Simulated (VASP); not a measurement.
Runs of VASP 6.6.1 on TaN (d.b). The structure is that of space group P-6m2 (No. 187), or close to it. The cells are those of the table. 

```tsv
task	potentials or basis	cell	k mesh	cutoff (eV)	second run	gap on the mesh (eV)	pressure (GPa)
single point	VASP PAW PBE potentials, release 64 (Ta_sv_GW, N)	a = 2.905, b = 2.905, c = 2.855 Å, angles 90.0, 90.0, 120.0°, 2 atoms	9 × 9 × 8	600	valence_matched	none	-0.2
single point	VASP PAW PBE potentials, release 64 (Ta_sv_GW, N)	a = 2.904, b = 2.904, c = 2.854 Å, angles 90.0, 90.0, 120.0°, 2 atoms	18 × 18 × 14	600	valence_matched	none	(a)
relaxation of cell and atoms	VASP PAW PBE potentials, release 64 (Ta_pv, N)	relaxed from a = 2.905, b = 2.905, c = 2.855 Å, angles 90.0, 90.0, 120.0°, 2 atoms	18 × 18 × 14	600	-	none	0.0
single point	VASP PAW PBE potentials, release 64 (Ta_pv, N)	a = 2.905, b = 2.905, c = 2.855 Å, angles 90.0, 90.0, 120.0°, 2 atoms	9 × 9 × 8	520	-	none	0.6
single point	VASP PAW PBE potentials, release 64 (Ta_pv, N)	a = 2.904, b = 2.904, c = 2.854 Å, angles 90.0, 90.0, 120.0°, 2 atoms	18 × 18 × 14	520	-	none	1.0
```

Alike in all rows: level PBEsol+D3(BJ); no spin polarisation; smearing gaussian 0.1 eV.

Question: Fill in the values left out.

Answer: (a) 0.2.

Caveats: the PAW data sets were made with another functional, which shifts forces and pressure a little; spin-orbit coupling is left out, which moves the levels of the heavy elements; pairwise dispersion overbinds metals, which lowers pressure and volume.

A k mesh can miss the band edges, and the runs leave out spin-orbit coupling on Ta.

A gap of «none» marks levels without a gap at the run's occupations.

The runs don't all hold the same shells in valence.
